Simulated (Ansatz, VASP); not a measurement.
# Two plane-wave programs on C

```
CELL_PARAMETERS angstrom
1.21233 0.69437 3.33144
-1.23254 0.70049 3.33755
-0.00481 -1.41988 3.33979
ATOMIC_POSITIONS crystal
C 0.83366 0.83318 0.83342
C 0.16634 0.16682 0.16658
```

Change from the starting cell: equal xy, yz and zx engineering shears of -0.5 %, PAW files.

Alike in both runs: functional LDA; k mesh 12 × 12 × 12; no spin polarisation.

Ansatz relaxed the structure, and its values are those at the end. VASP's run is a single point on that final structure, the one shown.

|  | VASP | Ansatz |
| --- | --- | --- |
| version | VASP 6.6.1 | Ansatz 0.2.0 |
| potentials or method | VASP PAW LDA potentials, release 64 (C) | PAW with Ansatz's default frozen-core files, scalar-relativistic |
| plane-wave cutoff (eV) | 520 | 420 |
| occupations | gaussian, width 0.01 eV | fixed |
| valence electrons in the cell | 8 | 8 |

|  | VASP | Ansatz | Ansatz less VASP |
| --- | --- | --- | --- |
| gap on the k mesh at the Fermi level (eV) | 0.64 | 0.64 | -0.002 |
| pressure (GPa) | 0.8 | 0.0 | -0.81 |

LDA's correlation is that of Perdew and Zunger in VASP and of Perdew and Wang (1992) in Ansatz.
